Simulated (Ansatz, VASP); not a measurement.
## Pt: VASP beside Ansatz

Contents of INCAR:

```
SYSTEM = Pt
PREC     = Accurate       ! precision mode
ENCUT    = 520            ! plane-wave cutoff, eV
EDIFF    = 1E-7           ! SCF threshold, eV
ISMEAR   = -1             ! smearing method
SIGMA    = 0.1            ! smearing width, eV
LREAL    = .FALSE.        ! projectors in reciprocal space
LASPH    = .TRUE.         ! aspherical terms in the spheres
NELM     = 60             ! most SCF steps
ALGO     = Normal         ! electronic algorithm
ISIF     = 2              ! what is computed and relaxed
LWAVE    = .FALSE.        ! write WAVECAR
LCHARG   = .TRUE.         ! write CHGCAR
LELF     = .TRUE.         ! ELF
LVHAR    = .TRUE.       
NBANDS   = 11             ! bands
```

The input KPOINTS:

```
regular mesh
0
G
  23 23 23
  0 0 0
```

The input POSCAR:

```
Pt
1.0
    0.0000000000      1.9474302067      1.9474302067
    1.9474302067      0.0000000000      1.9474302067
    1.9474302067      1.9474302067      0.0000000000
Pt
1
Direct
    0.0000000000      0.0000000000      0.0000000000
```

Input for Ansatz:

```yaml
crystal:
  lattice:
    - [0.0, 1.9474302067, 1.9474302067]
    - [1.9474302067, 0.0, 1.9474302067]
    - [1.9474302067, 1.9474302067, 0.0]
  atoms:
    - { symbol: Pt, position: [0.0, 0.0, 0.0] }
hamiltonian:
  xc: lda
  pseudopotentials:
    kind: paw
    azcp:
      Pt: "pseudopotentials/Pt.paw.azcp"
basis:
  ecutwfc: 420
  fft_grid_basis: typed
kpoints:
  mp_grid: { grid: [23, 23, 23], shift: [0, 0, 0] }
magnetization:
  spin_polarized: false
scf:
  occupations: { method: fermi_dirac, width: 0.1 }
output:
  stress: true
```

Alike in both runs: task single point; functional LDA; k mesh 23 × 23 × 23; occupations fermi-dirac, width 0.1 eV; no spin polarisation.

```csv
,VASP,Ansatz
version,VASP 6.6.1,Ansatz 0.2.0
potentials or method,"VASP PAW LDA potentials, release 64 (Pt), cutoff 520 eV","plane waves (420 eV) with PAW, scalar-relativistic"
valence electrons in the cell,10,18
```

|  | VASP | Ansatz | Ansatz less VASP |
| --- | --- | --- | --- |
| pressure (GPa) | 0.9 | 0.1 | -0.76 |

Ansatz warns that its potentials were made for another functional, while VASP's fit it. LDA's correlation is that of Perdew and Zunger in VASP and of Perdew and Wang (1992) in Ansatz. VASP's potentials hold 10 valence electrons a cell and Ansatz's 18, so a difference there can come from the potentials and not from the codes.

Spin-orbit coupling is off throughout.
